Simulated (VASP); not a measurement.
# MgH2 (P4_2/mnm) in VASP: single point with PBE

Aim: the single point of MgH2 with PBE.

All numbers are computed with VASP 6.6.1; they aren't measurements. Logs are shortened: lines on timing, memory, paths and dates and some standing lists are left out, and cuts for length are marked.

### Step 1. The cell of the first run

The structure is tetragonal, space group P4_2/mnm (No. 136). The conventional cell has a = 4.570 Å, b = 4.570 Å, c = 3.056 Å, α = 90.00°, β = 90.00°, γ = 90.00°. Within 2.6 Å of H (site symmetry m2m) lie 3 Mg at 1.98 Å and 1 H at 2.51 Å. Mg (site symmetry mmm) has 6 H at 1.98 Å within 2.6 Å.

### Step 2. Single point, PBE

The input, INCAR:

```
SYSTEM = MgH2
ALGO = Normal ; EDIFF = 1E-6
ENCUT = 520 ; GGA = PE
ISIF = 2 ; ISMEAR = -1
LASPH = .True. ; LCHARG = .False.
LREAL = .False. ; LWAVE = .False.
NBANDS = 13 ; NELM = 80
PREC = Accurate ; SIGMA = 0.1
```

The input, KPOINTS:

```
k-points
0
Gamma
  6 6 8
  0 0 0
```

The input, POSCAR:

```
MgH2
1.0
    4.5701059500      0.0000000000      0.0000000000
    0.0000000000      4.5701059500      0.0000000000
    0.0000000000      0.0000000000      3.0561470500
H Mg
4 2
Direct
    0.3060000000      0.3060000000      0.0000000000
    0.1940000000      0.8060000000      0.5000000000
    0.6940000000      0.6940000000      0.0000000000
    0.8060000000      0.1940000000      0.5000000000
    0.0000000000      0.0000000000      0.0000000000
    0.5000000000      0.5000000000      0.5000000000
```

Potentials or basis: VASP PAW PBE potentials, release 64 (H, Mg).

On the command line:

```console
$ cat potpaw_PBE.64/H/POTCAR potpaw_PBE.64/Mg/POTCAR > POTCAR
$ mpirun -np 1 vasp_std > vasp.out
```

OUTCAR:

```text
SYSTEM = MgH2
   EDIFF = 1E-6
   ENCUT = 520
   GGA = PE
   ISIF = 2
   ISMEAR = -1
   LASPH = .True.
   LREAL = .False.
   NELM = 80
   PREC = Accurate

 ion  position               nearest neighbor table
   1  0.306  0.306  0.000-   6 1.98   6 1.98   5 1.98
   2  0.194  0.806  0.500-   5 1.98   5 1.98   6 1.98
   3  0.694  0.694  0.000-   6 1.98   6 1.98   5 1.98
   4  0.806  0.194  0.500-   5 1.98   5 1.98   6 1.98
   5  0.000  0.000  0.000-   2 1.98   4 1.98   2 1.98   4 1.98   3 1.98   1 1.98   6 3.57   6 3.57
                             6 3.57   6 3.57   6 3.57   6 3.57   6 3.57   6 3.57
   6  0.500  0.500  0.500-   1 1.98   3 1.98   1 1.98   3 1.98   2 1.98   4 1.98   5 3.57   5 3.57
                             5 3.57   5 3.57   5 3.57   5 3.57   5 3.57   5 3.57

  LATTYP: Found a simple tetragonal cell.
 ALAT       =     4.5701059500
 C/A-ratio  =     0.6687256452

  Lattice vectors:

 A1 = (   4.5701059500,   0.0000000000,   0.0000000000)
 A2 = (   0.0000000000,   4.5701059500,   0.0000000000)
 A3 = (   0.0000000000,   0.0000000000,   3.0561470500)

Analysis of symmetry for initial positions (statically):
=====================================================================
 Subroutine PRICEL returns:
 Original cell was already a primitive cell.

 Routine SETGRP: Setting up the symmetry group for a
 simple tetragonal supercell.

 Subroutine GETGRP returns: Found 16 space group operations
 (whereof  8 operations were pure point group operations)
 out of a pool of 16 trial point group operations.

The static configuration has the point symmetry D_2h.
 The point group associated with its full space group is D_4h.

Analysis of symmetry for dynamics (positions and initial velocities):
=====================================================================
 Subroutine PRICEL returns:
 Original cell was already a primitive cell.

 Routine SETGRP: Setting up the symmetry group for a
 simple tetragonal supercell.

 Subroutine GETGRP returns: Found 16 space group operations
 (whereof  8 operations were pure point group operations)
 out of a pool of 16 trial point group operations.

The dynamic configuration has the point symmetry D_2h.
 The point group associated with its full space group is D_4h.

 Subroutine INISYM returns: Found 16 space group operations
 (whereof  8 operations are pure point group operations),
 and found     1 'primitive' translations

----------------------------------------------------------------------------------------

                                     Primitive cell

  volume of cell :      63.8303

  direct lattice vectors                    reciprocal lattice vectors
     4.570105950  0.000000000  0.000000000     0.218813308  0.000000000  0.000000000
     0.000000000  4.570105950  0.000000000     0.000000000  0.218813308  0.000000000
     0.000000000  0.000000000  3.056147050     0.000000000  0.000000000  0.327209386

  length of vectors
     4.570105950  4.570105950  3.056147050     0.218813308  0.218813308  0.327209386

  position of ions in fractional coordinates (direct lattice)
     0.306000000  0.306000000  0.000000000
     0.194000000  0.806000000  0.500000000
     0.694000000  0.694000000  0.000000000
     0.806000000  0.194000000  0.500000000
     0.000000000  0.000000000  0.000000000
     0.500000000  0.500000000  0.500000000

  ion indices of the primitive-cell ions
   primitive index   ion index
                 1           1
                 2           2
                 3           3
                 4           4
                 5           5
                 6           6

----------------------------------------------------------------------------------------

 KPOINTS: k-points

Automatic generation of k-mesh.
 Grid dimensions read from file:
 generate k-points for:    6    6    8

 Generating k-lattice:

  Cartesian coordinates                     Fractional coordinates (reciprocal lattice)
     0.036468885  0.000000000  0.000000000     0.166666667  0.000000000  0.000000000
     0.000000000  0.036468885  0.000000000     0.000000000  0.166666667  0.000000000
     0.000000000  0.000000000  0.040901173     0.000000000  0.000000000  0.125000000

  Length of vectors
     0.036468885  0.036468885  0.040901173

  Shift w.r.t. Gamma in fractional coordinates (k-lattice)
     0.000000000  0.000000000  0.000000000

 Subroutine IBZKPT returns following result:
 ===========================================

 Found     50 irreducible k-points:

 Following reciprocal coordinates:
            Coordinates               Weight
  0.000000  0.000000  0.000000      1.000000
  0.166667  0.000000  0.000000      4.000000
  0.333333  0.000000  0.000000      4.000000
  0.500000  0.000000  0.000000      2.000000
  0.166667  0.166667  0.000000      4.000000
  0.333333  0.166667  0.000000      8.000000
[... 16 lines left out ...]
  0.333333  0.000000  0.250000      8.000000
  0.500000  0.000000  0.250000      4.000000
 [... further k-points ...]
   k-points           NKPTS =     50   k-points in BZ     NKDIM =     50   number of bands    NBANDS=     13
   number of dos      NEDOS =    301   number of ions     NIONS =      6
   total plane-waves  NPLWV =  31104
   dimension x,y,z NGX =    36 NGY =   36 NGZ =   24
   dimension x,y,z NGXF=    72 NGYF=   72 NGZF=   48
   ions per type =               4   2
   NGX,Y,Z   is equivalent  to a cutoff of  13.10, 13.10, 13.06 a.u.
   NGXF,Y,Z  is equivalent  to a cutoff of  26.19, 26.19, 26.11 a.u.
 SYSTEM =  MgH2
   PREC   = accura    normal or accurate (medium, high low for compatibility)
   ISTART =      0    job   : 0-new  1-cont  2-samecut
   ICHARG =      2    charge: 1-file 2-atom 10-const
   ISPIN  =      1    spin polarized calculation?
   LNONCOLLINEAR =      F non collinear calculations
   LSORBIT =      F    spin-orbit coupling
   LASPH  =      T    aspherical Exc in radial PAW
   ENCUT  =  520.0 eV  38.22 Ry    6.18 a.u.   8.50  8.50  5.68*2*pi/ulx,y,z
   NELM   =     80;   NELMIN=  2; NELMDL= -5     # of ELM steps
   EDIFF  = 0.1E-05   stopping-criterion for ELM
   LREAL  =      F    real-space projection
   EDIFFG = 0.1E-04   stopping-criterion for IOM
   NSW    =      0    number of steps for IOM
   IBRION =     -1    ionic relax: 0-MD 1-quasi-New 2-CG
   NFREE  =      0    steps in history (QN), initial steepest desc. (CG)
   ISIF   =      2    stress and relaxation
   ISYM   =      2    0-nonsym 1-usesym 2-fastsym
   POTIM  = 0.5000    time-step for ionic-motion
   TEBEG  =    0.0;   TEEND  =   0.0 temperature during run
   PSTRESS=    0.0 pullay stress
   NELECT =       8.0000    total number of electrons
   NUPDOWN=      -1.0000    fix difference up-down
   EMIN   =  10.00;   EMAX   =-10.00  energy-range for DOS
   EFERMI =   0.00;   METHOD = LEGACY
   ISMEAR =    -1;   SIGMA  =   0.10  broadening in eV -4-tet -1-fermi 0-gaus
   EFERMI_NEDOS =   21; number of points for ismear=-14 and -15
   IALGO  =     38    algorithm
   IMIX   =      4    mixing-type and parameters
     AMIX     =   0.40;   BMIX     =  1.00
     AMIX_MAG =   1.60;   BMIX_MAG =  1.00
  volume/ion in A,a.u.               =      10.64        71.79
  Fermi-wavevector in a.u.,A,eV,Ry     =   0.819274  1.548204  9.132367  0.671210
  Thomas-Fermi vector in A             =   1.930050
   LORBIT       =      0    0 simple, 1 ext, 2 COOP (PROOUT), +10 PAW based schemes
   GGA     = PE    functional components
   LHFCALC =     F    Hartree Fock is set to
   AEXX    =    0.0000 exact exchange contribution
   IVDW    =     0    specifies the selected vdW correction
   LEPSILON=     F    determine dielectric tensor
   LRPA    =     F    only Hartree local field effects (RPA)
 non-spin polarized calculation
  energy-cutoff  :      520.00
  volume of cell :       63.83
 maximum number of plane-waves:      1732
 NGX is ok and might be reduce to    36
   NGX = 17   NGY = 17   NGZ = 11

 number of electron       8.0000005 magnetization

 Free energy of the ion-electron system (eV)
  ---------------------------------------------------
  ext. energy  EPLUGINS =         0.00000000
  ---------------------------------------------------
  free energy    TOTEN  =       -17.63609391 eV

  energy without entropy =      -17.63609391  energy(sigma->0) =      -17.63609391

 E-fermi :   1.1561     XC(G=0):  -8.2720

 val. band max:       -0.7774715174   @ k =   0.1667   0.1667   0.1250
 cond. band min:       2.9361892680   @ k =   0.3333   0.3333   0.5000
 fundamental gap:      3.7136607854
 Fermi energy:         1.1561062645

 k-point     1 :       0.0000    0.0000    0.0000
  band No.  band energies     occupation
      1      -7.0083      2.00000
      2      -2.1522      2.00000
      3      -2.1522      2.00000
      4      -1.2552      2.00000
      5       4.0163      0.00000
      6       4.1875      0.00000
      7       8.1815      0.00000
      8       8.1815      0.00000
      9      10.0129      0.00000
     10      10.2256      0.00000
     11      11.1787      0.00000
     12      13.9061      0.00000
     13      13.9061      0.00000

 k-point     2 :       0.1667    0.0000    0.0000
  band No.  band energies     occupation
      1      -6.8299      2.00000
      2      -3.0300      2.00000
      3      -2.0335      2.00000
      4      -0.8870      2.00000
      5       3.9801      0.00000
      6       4.8014      0.00000
      7       7.0112      0.00000
      8       8.6207      0.00000
      9      10.3932      0.00000
     10      11.3271      0.00000
     11      11.6979      0.00000
[... 339 lines left out ...]
 k-point    24 :       0.5000    0.0000    0.2500
  band No.  band energies     occupation
      1      -4.6201      2.00000
      2      -4.6201      2.00000
      3      -1.0574      2.00000
      4      -1.0574      2.00000
      5       5.0051      0.00000
      6       5.0051      0.00000
      7       6.3302      0.00000
      8       6.3302      0.00000
      9       8.3142      0.00000
     10       8.3142      0.00000
     11      11.8629      0.00000
     12      11.8629      0.00000
     13      13.2912      0.00000

 [... further k-points ...]

------------------------ aborting loop because EDIFF is reached ----------------------------------------

  FORCE on cell =-STRESS in cart. coord.  units (eV):
  Direction    XX          YY          ZZ          XY          YZ          ZX
  --------------------------------------------------------------------------------------
  -------------------------------------------------------------------------------------
  Total       -0.7092239     -0.7092239     -1.0586186     -0.0000000      0.0000000      0.0000000
  in kB      -17.8019322    -17.8019322    -26.5719425     -0.0000000      0.0000000      0.0000000
  external PRESSURE =     -20.7252690 kB  Pullay stress =       0.0000000 kB

 VOLUME and BASIS-vectors are now :
 -----------------------------------------------------------------------------
  energy-cutoff  :      520.00
  volume of cell :       63.83
      direct lattice vectors                 reciprocal lattice vectors
     4.570105950  0.000000000  0.000000000     0.218813308  0.000000000  0.000000000
     0.000000000  4.570105950  0.000000000     0.000000000  0.218813308  0.000000000
     0.000000000  0.000000000  3.056147050     0.000000000  0.000000000  0.327209386

 POSITION                                       TOTAL-FORCE (eV/Angst)
 -----------------------------------------------------------------------------------
      1.39845      1.39845      0.00000        -0.031028     -0.031028     -0.000000
      0.88660      3.68351      1.52807         0.031028     -0.031028     -0.000000
      3.17165      3.17165      0.00000         0.031028      0.031028      0.000000
      3.68351      0.88660      1.52807        -0.031028      0.031028      0.000000
      0.00000      0.00000      0.00000         0.000000      0.000000      0.000000
      2.28505      2.28505      1.52807         0.000000      0.000000      0.000000
 -----------------------------------------------------------------------------------
    total drift:                                0.000000      0.000000     -0.000000

  FREE ENERGIE OF THE ION-ELECTRON SYSTEM (eV)
  ---------------------------------------------------
  free  energy   TOTEN  =       -17.6360939098 eV

  energy  without entropy=      -17.6360939062  energy(sigma->0) =      -17.63609391
```

Run time: 64 s. Hardware: 1 thread of AMD EPYC 7R13, shared host; peak memory 0.16 GiB.

What came out:

```
Free energy            : -17.6361 eV
Pressure               : -2.1 GPa
Largest force          : 0.044 eV/Å
Band gap on the k mesh : 3.71 eV (least direct gap 4.40 eV)
```

Forces in eV/Å, atoms in the order of the input:
```
H   -0.031 -0.031  0.000
H    0.031 -0.031  0.000
H    0.031  0.031  0.000
H   -0.031  0.031  0.000
Mg   0.000  0.000  0.000
Mg   0.000  0.000  0.000
```

Stress tensor (GPa, compression positive):
```
-1.78  0.00  0.00
 0.00 -1.78  0.00
 0.00  0.00 -2.66
```

A k mesh can miss the band edges.
